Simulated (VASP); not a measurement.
# Al48CN48 (a cell with a defect) in VASP: further runs, part 2 of 3

VASP 6.6.1. Earlier steps stand in the parts before.

## Step 3: Single point, PBE

INCAR

```
SYSTEM = Al48CN48
ALGO = Normal
EDIFF = 1E-6
ENCUT = 520
GGA = PE
GGA_COMPAT = .FALSE.
ISIF = 2
ISMEAR = -1
ISYM = -1
LASPH = .TRUE.
LCHARG = .TRUE.
LELF = .TRUE.
LREAL = Auto
LVHAR = .TRUE.
LWAVE = .FALSE.
NBANDS = 248
NELM = 120
PREC = Accurate
SIGMA = 0.01
```

KPOINTS

```
explicit points
1
Reciprocal
  0.25000000   0.25000000   0.25000000 1
```

POSCAR

```
Al48CN48
1.0
    9.3892708211      5.4208981504      0.0000000000
   -9.3892709202      5.4208979788      0.0000000000
    0.0000000000      0.0000000000     10.0348065900
Al N C
48 48 1
Direct
    0.0020986432      0.1688908278      0.2491107549
    0.1702937904      0.0027891604      0.2482168224
    0.3373079921      0.3378448887      0.2469524359
    0.0013407843      0.3316437674      0.4987940635
    0.1719895498      0.1687025707      0.4984519431
    0.3215700731     -0.0240082357      0.5079947834
    0.0024257452      0.1689119181      0.7499776410
    0.1669764251      0.0022653901      0.7497729528
    0.3318982209      0.3368875232      0.7503328643
    0.0017489926      0.3359206266      0.9999617566
    0.1681322725      0.1694181500      0.9999786811
    0.3334229487      0.0013557648      0.9951746036
    0.0015503564      0.6686284503      0.2491125845
    0.1676184539      0.5028528670      0.2485368587
    0.3362233532      0.8383086942      0.2506758597
    0.0021224459      0.8321027563      0.4987618571
    0.1609543773      0.6582894432      0.5005301984
    0.3328111734      0.5043535279      0.4982599266
    0.0011851163      0.6683132814      0.7499859558
    0.1674577363      0.5015007103      0.7504495977
    0.3347911131      0.8327406256      0.7507945180
    0.0018278563      0.8359765431      1.0000055354
    0.1681502193      0.6692309215      1.0000749752
    0.3346730411      0.5034101710      1.0000304669
    0.5017509148      0.1752963327      0.2248694968
    0.6673959927      0.0039316632      0.2506906113
    0.8333319543      0.3343071865      0.2481783140
    0.5018143550      0.3562404257      0.5104216129
    0.6819154876      0.1562614428      0.5079972502
    0.8425665552     -0.0008838202      0.5005245595
    0.5017944924      0.1700478662      0.7475316688
    0.6688146552     -0.0002152823      0.7507789152
    0.8366027606      0.3371068139      0.7497602786
    0.5017891423      0.3407401972      0.9893177281
    0.6701374301      0.1697121163      0.9951718687
    0.8354518422      0.0028712503      1.0000596026
    0.5018176187      0.6700993404      0.2492473170
    0.6663800426      0.5024127352      0.2469174378
    0.8359631304      0.8370507093      0.2485706235
    0.5017967501      0.8347743042      0.4985576611
    0.6707821741      0.6732926711      0.4982387491
    0.8315944205      0.4985542366      0.4984339670
    0.5018035295      0.6691705390      0.7491043594
    0.6716960581      0.5067836820      0.7503379105
    0.8361313606      0.8358351381      0.7504342131
    0.5018016455      0.8359717441      1.0005154290
    0.6689047574      0.6705224928      0.9999984636
    0.8354508522      0.5030827042      0.9999534806
    0.0045483906      0.1670875302      0.4399741732
    0.1720911685     -0.0000556103      0.4404845867
    0.3335546905      0.3393605453      0.4391085345
    0.0011996276      0.3354701607      0.1903707844
    0.1693212651      0.1695508380      0.1907432100
    0.3331019745      0.0018256912      0.1836267676
    0.0017773438      0.1695548405      0.9402757614
    0.1671033805      0.0028055308      0.9389224710
    0.3314166617      0.3365117010      0.9380579984
    0.0014695876      0.3345993229      0.6895400019
    0.1688421702      0.1688532448      0.6889049412
    0.3338945180      0.0005583527      0.6930163946
   -0.0009070992      0.6644244671      0.4399661559
    0.1640013706      0.4968585851      0.4389789190
    0.3253043231      0.8167560359      0.4407767401
    0.0023247636      0.8360586867      0.1904345733
    0.1683283097      0.6698289965      0.1897042379
    0.3344661680      0.5040490295      0.1901069581
    0.0018970920      0.6696247456      0.9403030349
    0.1678862006      0.5026001358      0.9404665775
    0.3350941008      0.8347949624      0.9395823762
    0.0020373251      0.8348986108      0.6895069052
    0.1665938097      0.6670075783      0.6910325524
    0.3342652163      0.5035868127      0.6890619939
    0.5017647682      0.0829485908      0.4275553963
    0.6783135340     -0.0066044592      0.4407885981
    0.8315878033      0.3297000873      0.4404594487
    0.5018000296      0.3452905594      0.1742941279
    0.6703888690      0.1705117751      0.1836411598
    0.8352332936      0.0033012780      0.1896925119
    0.5018188167      0.1700661755      0.9382062881
    0.6685744932      0.0015425348      0.9395699191
    0.8365463765      0.3375324433      0.9389213643
    0.5017636994      0.3405683277      0.6976608027
    0.6696272733      0.1684788599      0.6930332633
    0.8369185024      0.0021748818      0.6910407623
    0.5018619009      0.6681949000      0.4399176828
    0.6701246023      0.5075864051      0.4390931714
    0.8394353915      0.8345697687      0.4389867938
    0.5017700659      0.8367370266      0.1907873029
    0.6690756191      0.6713542111      0.1900658521
    0.8342437656      0.5020277458      0.1907205299
    0.5018291447      0.6694164609      0.9398655152
    0.6722366765      0.5069118754      0.9380591445
    0.8357727803      0.8365223808      0.9404574593
    0.5017568747      0.8356206551      0.6895902770
    0.6692390538      0.6710538458      0.6890663870
    0.8346820051      0.5018097857      0.6888922885
    0.5017742701      0.2043154238      0.4162922963
```

Potentials or basis: VASP PAW PBE potentials, release 64 (Al, N, C).

Run with:

```console
$ cat potpaw_PBE.64/Al/POTCAR potpaw_PBE.64/N/POTCAR potpaw_PBE.64/C/POTCAR > POTCAR
$ mpirun -np 1 vasp_std > vasp.out
```

It took 7.9 min on 1 thread of Intel Xeon 6975P-C (Granite Rapids), shared host; peak memory 1.1 GiB.

It converged, with:

```
Free energy   : -717.2832 eV
Pressure      : 2.1 GPa
Largest force : 0.142 eV/Å
```

Forces on the atoms (eV/Å):
```
Al   0.002  0.002  0.000
Al   0.001  0.002 -0.004
Al   0.001  0.001 -0.004
Al   0.003  0.001  0.001
Al  -0.002 -0.001 -0.001
Al   0.013 -0.001  0.001
Al   0.000  0.001  0.002
Al   0.000  0.002  0.004
Al   0.002  0.006  0.004
Al   0.001  0.001  0.002
Al   0.003  0.003  0.001
Al   0.002  0.001  0.001
Al   0.002  0.000  0.000
Al   0.001  0.000 -0.002
Al   0.003  0.002  0.006
Al   0.000  0.001 -0.001
Al  -0.003  0.002  0.003
Al   0.001  0.003  0.000
Al   0.001  0.000  0.002
Al  -0.001  0.001  0.001
Al   0.002  0.002  0.001
Al   0.002  0.003  0.002
Al   0.002  0.000  0.002
Al   0.000  0.002  0.001
Al   0.003 -0.005  0.005
Al  -0.001 -0.005  0.003
Al  -0.002  0.000 -0.002
Al   0.011  0.001 -0.010
Al   0.004 -0.009 -0.002
Al  -0.003 -0.001  0.002
Al  -0.001  0.000 -0.002
Al   0.001 -0.002  0.000
Al   0.002  0.001  0.005
Al  -0.001 -0.001  0.004
Al  -0.003  0.002  0.002
Al   0.001  0.003  0.002
Al  -0.001  0.001  0.001
Al  -0.001 -0.005 -0.001
Al   0.000 -0.001 -0.001
Al  -0.005  0.004 -0.001
Al   0.002 -0.003  0.000
Al   0.000  0.001  0.000
Al  -0.001  0.003  0.002
Al   0.005 -0.001  0.003
Al  -0.001  0.001  0.002
Al   0.001  0.000  0.005
Al   0.003 -0.001  0.003
Al  -0.001  0.001  0.003
N   -0.002 -0.003  0.000
N   -0.001 -0.002  0.001
N    0.000 -0.001 -0.001
N    0.000  0.000  0.001
N   -0.001 -0.003  0.002
N   -0.002  0.002  0.003
N   -0.001 -0.002 -0.001
N   -0.001 -0.003 -0.001
N   -0.001 -0.004 -0.002
N   -0.001 -0.001 -0.003
N   -0.001 -0.001 -0.004
N   -0.004 -0.001 -0.001
N    0.004 -0.001  0.000
N   -0.003 -0.005  0.000
N   -0.001  0.003 -0.004
N    0.000  0.000  0.001
N   -0.002 -0.002 -0.001
N   -0.004 -0.002  0.000
N    0.000  0.001 -0.001
N   -0.002 -0.001 -0.001
N   -0.002 -0.001 -0.001
N    0.000 -0.002  0.000
N   -0.001 -0.001 -0.003
N   -0.001 -0.002 -0.002
N    0.116 -0.061  0.028
N    0.004 -0.001 -0.002
N   -0.005 -0.004 -0.001
N   -0.004  0.001 -0.001
N   -0.002 -0.002  0.001
N    0.002  0.002 -0.001
N   -0.001  0.000 -0.001
N    0.000  0.001 -0.001
N    0.001  0.001 -0.002
N   -0.007  0.002 -0.002
N    0.000  0.002  0.000
N    0.001  0.000 -0.004
N    0.002 -0.003  0.000
N   -0.004  0.001  0.000
N   -0.001  0.003  0.000
N    0.001  0.000 -0.003
N   -0.001  0.004 -0.001
N    0.001  0.004  0.001
N    0.001 -0.001 -0.002
N    0.002  0.001 -0.003
N    0.000  0.000 -0.002
N   -0.001  0.002  0.000
N    0.000  0.000 -0.003
N    0.001  0.000 -0.002
C   -0.123  0.064 -0.031
```

Stress tensor (GPa, compression positive):
```
 2.17 -0.41  0.28
-0.41  1.55 -0.17
 0.28 -0.17  2.62
```

Levels at points of the mesh, in eV from the Fermi level:
| k point | band 191 | band 192 | band 193 | band 194 | band 195 | band 196 | band 197 | band 198 |
| --- | --- | --- | --- | --- | --- | --- | --- | --- |
| (0.25, 0.25, 0.25) | -2.75 | -2.72 | -2.67 | -0.22 | 0.22 | 2.56 | 2.84 | 2.97 |

## Step 4: Single point, PBE

INCAR

```
SYSTEM = Al48CN48
  PREC = Accurate
  ENCUT = 520
  EDIFF = 1E-6
  ISMEAR = -1
  SIGMA = 0.01
  LREAL = Auto
  LASPH = .TRUE.
  NELM = 120
  ALGO = Normal
  ISIF = 2
  LWAVE = .FALSE.
  LCHARG = .FALSE.
  GGA = PE
  NBANDS = 248
  GGA_COMPAT = .FALSE.
  ISYM = -1
```

KPOINTS is that of step 3.

POSCAR

```
Al48CN48
1.0
    9.3892708200      5.4208981500      0.0000000000
   -9.3892709200      5.4208979800      0.0000000000
    0.0000000000      0.0000000000     10.0348065900
Al N C
48 48 1
Direct
   -0.0080981839      0.1643495184      0.2504221693
    0.1684089367      0.0000801745      0.2486234223
    0.3097284543      0.3213955667      0.2580712169
    0.0018802136      0.3341718553      0.4999414212
    0.1663265741      0.1650267982      0.5007857011
    0.3333528322     -0.0020000726      0.5007885060
    0.0028597031      0.1681810966      0.7500877234
    0.1696149487      0.0012900554      0.7504788347
    0.3350052690      0.3350286586      0.7451772301
    0.0022067725      0.3341440817      0.9991023260
    0.1719243339      0.1691395883      1.0006675536
    0.3374650398      0.0036073112      1.0006734328
    0.0070370569      0.6696583402      0.2482634929
    0.1658729548      0.4969567261      0.2487832783
    0.3326691665      0.8235723634      0.2504214120
    0.0027681821      0.8344430262      0.4991043818
    0.1694835004      0.6667585261      0.5004184964
    0.3359169982      0.5023691954      0.4997513994
    0.0041884631      0.6687125934      0.7499867812
    0.1696173319      0.5012185373      0.7499499573
    0.3365055432      0.8345361031      0.7500897089
    0.0036608000      0.8353355447      0.9991914668
    0.1706426549      0.6680377198      0.9985376810
    0.3364029009      0.4995319661      0.9982072790
    0.4897097313      0.1413847410      0.2580709156
    0.6652846318     -0.0024489305      0.2487818545
    0.8321856911      0.3341220058      0.2484163326
    0.5036714191      0.3353440162      0.4975556044
    0.6706957942      0.1675896499      0.4997553585
    0.8350860934      0.0011607030      0.5004183806
    0.5033568018      0.1666852552      0.7451833235
    0.6695433774      0.0012933273      0.7499520086
    0.8367125191      0.3347294120      0.7499711218
    0.5089289566      0.3406168422      0.9748653979
    0.6678551383      0.1680743265      0.9982119854
    0.8363625174      0.0023186760      0.9985386036
    0.5024586517      0.6638764824      0.2484160327
    0.6899060369      0.5216045764      0.2604036578
    0.8379930774      0.8387276100      0.2482660022
    0.5024963168      0.8335529749      0.4999427911
    0.6705207537      0.6720901563      0.5003277332
    0.8404118864      0.5021926649      0.5003241985
    0.5030542487      0.6683891306      0.7499701944
    0.6743542433      0.5060298268      0.7392858650
    0.8370393660      0.8358660441      0.7499879985
    0.5024677813      0.8338827304      0.9991023825
    0.6714401964      0.6676235545      0.9968889550
    0.8359426169      0.5031102314      0.9968824601
    0.0006923251      0.1675205420      0.4409668245
    0.1692804169      0.0009543622      0.4396583660
    0.3342602373      0.3337601675      0.4430666315
   -0.0019979838      0.3323729531      0.1899479115
    0.1505127425      0.1585334652      0.1907901624
    0.3268490234     -0.0178274795      0.1907894168
    0.0035008029      0.1686247533      0.9397611976
    0.1703519268      0.0020283496      0.9407258692
    0.3355081895      0.3357960393      0.9336253057
    0.0031653950      0.3347713418      0.6902793697
    0.1683460570      0.1667805188      0.6895724800
    0.3351059930      0.0000214266      0.6895766779
    0.0048108401      0.6689598617      0.4390591735
    0.1685773929      0.4999147624      0.4395219334
    0.3358402058      0.8323616480      0.4409686867
    0.0018351127      0.8335095194      0.1898870278
    0.1683204532      0.6618887046      0.1889519234
    0.3336607179      0.4948890354      0.1904953768
    0.0050376188      0.6693586267      0.9400577832
    0.1697398049      0.5007822029      0.9403661365
    0.3369463345      0.8351771637      0.9397627790
    0.0029514802      0.8346250657      0.6898721193
    0.1701218909      0.6678282296      0.6904506244
    0.3363822480      0.5027706838      0.6889021855
    0.5020858014      0.1659283223      0.4430679308
    0.6682409182      0.0002502145      0.4395226683
    0.8354582581      0.3342428055      0.4388547924
    0.4168851744      0.2485478280      0.1775735521
    0.6632077454      0.1653321146      0.1904948733
    0.8302201165      0.0000045997      0.1889517487
    0.5041242389      0.1671964293      0.9336316151
    0.6691060566      0.0014151400      0.9403670901
    0.8356816687      0.3348686004      0.9407530427
    0.5036133293      0.3352888265      0.6882016202
    0.6710963958      0.1680582329      0.6889050431
    0.8361538063      0.0017982705      0.6904502860
    0.5025710254      0.6671358546      0.4388550652
    0.6743026530      0.5059770580      0.4476882491
    0.8372880257      0.8364887670      0.4390602108
    0.5006943984      0.8296804677      0.1899477098
    0.6730770215      0.6729461405      0.1890807127
    0.8412317046      0.5047368484      0.1890821056
    0.5031946370      0.6673595211      0.9407501864
    0.6789466317      0.5106220115      0.9241876701
    0.8376876990      0.8367171523      0.9400560233
    0.5030952819      0.8348408807      0.6902808019
    0.6700560000      0.6721668996      0.6880606637
    0.8404892683      0.5017291979      0.6880580940
    0.5381628660      0.3698826296      0.1660668377
```

Run with:

```console
$ cat potpaw_PBE.64/Al/POTCAR potpaw_PBE.64/N/POTCAR potpaw_PBE.64/C/POTCAR > POTCAR
$ mpirun -np 1 vasp_std > vasp.out
```

Wall time 6.7 min (1 thread of Intel Xeon 6975P-C (Granite Rapids), shared host); peak memory 1.1 GiB.

Results (log left out):

* Free energy: -717.2721 eV
* Pressure: 2.1 GPa
* Largest force: 0.139 eV/Å

Forces in eV/Å, atoms in the order of the input:
```
Al   0.004  0.004  0.000
Al   0.001  0.002 -0.003
Al  -0.001  0.007 -0.008
Al   0.000  0.000  0.004
Al   0.002 -0.002  0.005
Al   0.000 -0.002  0.004
Al   0.000  0.000  0.003
Al   0.002 -0.001  0.002
Al   0.000 -0.002 -0.001
Al   0.001  0.000  0.001
Al   0.001 -0.001  0.006
Al  -0.002 -0.001  0.002
Al  -0.002  0.004  0.001
Al  -0.001  0.000  0.001
Al  -0.006  0.003  0.001
Al   0.002  0.000  0.003
Al   0.000  0.000  0.002
Al  -0.002  0.002  0.003
Al   0.001 -0.001  0.002
Al   0.004  0.001  0.001
Al   0.002  0.000  0.003
Al  -0.001  0.002  0.002
Al   0.001  0.001  0.001
Al  -0.002  0.002  0.001
Al   0.005  0.007 -0.009
Al   0.003 -0.003 -0.002
Al   0.000  0.002 -0.003
Al   0.001 -0.002  0.000
Al   0.002 -0.001  0.003
Al  -0.002  0.001  0.002
Al   0.002 -0.001 -0.002
Al   0.001  0.000  0.002
Al   0.003  0.000  0.002
Al  -0.003 -0.006 -0.010
Al   0.000  0.001 -0.001
Al  -0.002  0.002  0.001
Al  -0.003 -0.001 -0.002
Al   0.003  0.007 -0.004
Al   0.001  0.006  0.002
Al   0.000 -0.001  0.003
Al  -0.001  0.004  0.005
Al   0.006 -0.003  0.004
Al   0.001  0.002  0.001
Al  -0.001  0.001  0.000
Al  -0.002  0.002  0.002
Al   0.002  0.001  0.002
Al   0.000  0.001  0.001
Al   0.000  0.001  0.001
N   -0.002  0.000 -0.002
N    0.000  0.001 -0.002
N   -0.001  0.002 -0.001
N    0.001  0.000  0.000
N   -0.007 -0.010  0.000
N    0.005 -0.009  0.001
N   -0.002 -0.001 -0.002
N    0.000  0.002  0.001
N    0.003  0.002  0.003
N    0.000  0.000 -0.001
N   -0.001  0.000 -0.001
N   -0.001  0.001 -0.001
N    0.000 -0.002 -0.002
N    0.000  0.000 -0.001
N    0.001  0.000 -0.002
N   -0.001 -0.007 -0.001
N    0.000 -0.001 -0.001
N    0.000  0.002  0.000
N    0.001  0.000 -0.001
N    0.000  0.000 -0.001
N    0.001 -0.001 -0.002
N    0.000 -0.001 -0.002
N    0.000  0.000 -0.001
N    0.000  0.000 -0.001
N    0.000  0.002 -0.002
N   -0.001  0.000 -0.001
N   -0.001  0.000  0.000
N    0.000 -0.137  0.027
N    0.000  0.001  0.000
N   -0.001  0.000  0.000
N   -0.004  0.002  0.003
N    0.000  0.000  0.000
N    0.000 -0.001  0.000
N    0.000  0.003 -0.003
N    0.000  0.000 -0.001
N   -0.001  0.000 -0.001
N    0.001  0.000 -0.001
N    0.000 -0.004 -0.009
N   -0.001 -0.002 -0.001
N   -0.001  0.000 -0.001
N    0.000 -0.008 -0.002
N   -0.001 -0.006 -0.004
N    0.000 -0.001  0.000
N    0.000  0.001  0.007
N   -0.001  0.001 -0.001
N    0.000  0.000 -0.001
N    0.001 -0.001 -0.003
N   -0.002 -0.002 -0.002
C   -0.007  0.133 -0.017
```

Stress tensor (GPa, compression positive):
```
 1.46  0.00  0.00
 0.00  2.29 -0.33
 0.00 -0.33  2.62
```

Levels at points of the mesh, in eV from the Fermi level:
```csv
k point,band 192,band 193,band 194,band 195,band 196,band 197
"(0.25, 0.25, 0.25)",-2.73,-2.68,-0.23,0.23,2.59,2.81
```

(Part 2 of 3 ends here.)
